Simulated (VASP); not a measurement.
Here is a VASP 6.6.1 calculation.

Contents of POSCAR:

```
Cu
1.0
   -1.4427933200      1.2985139880      1.3760814500
    1.4427933200     -1.2985139880      1.3760814500
    1.4427933200      1.2985139880     -1.3760814500
Cu
1
Direct
    0.0000000000      0.0000000000      0.0000000000
```

The input INCAR.step1:

```
  PREC = Accurate
  ENCUT = 520
  ISMEAR = 0
  SIGMA = 0.15
  LREAL = F
  LASPH = T
  NELM = 80
  NBANDS = 12
  GGA = PE
  ALGO = Normal
  EDIFF = 1E-4
  LWAVE = T
  LCHARG = F
```

Contents of INCAR.step2:

```
  PREC = Accurate
  ENCUT = 520
  EDIFF = 1E-6
  ISMEAR = 0
  SIGMA = 0.15
  LREAL = F
  LASPH = T
  NELM = 80
  ALGO = Normal
  ISIF = 2
  LWAVE = F
  LCHARG = F
  METAGGA = R2SCAN
  LMIXTAU = T
  NBANDS = 12
  ISTART = 1
```

The input KPOINTS:

```
Automatic mesh
0
Gamma
  24 24 24
```

Potentials or basis: VASP PAW PBE potentials, release 64 (Cu).

Run with:

```bash
$ cat potpaw_PBE.64/Cu/POTCAR > POTCAR
$ cp INCAR.step1 INCAR
$ mpirun -np 1 vasp_std > vasp.out
$ cp INCAR.step2 INCAR
$ mpirun -np 1 vasp_std > vasp.out
```

(1) What does it give for the pressure?

(2) Estimate the band gap on the k mesh.

Answers

(1) 23.6 GPa.

(2) zero (an odd number of electrons rules out a gap without spin polarisation).

Caveat: the cell differs from its parent crystal (strain -0.1000 x Voigt [0, 1, 0, 0, 0, 0]); the cell stands under pressure; the PAW data sets were made with another functional, which shifts forces and pressure a little.
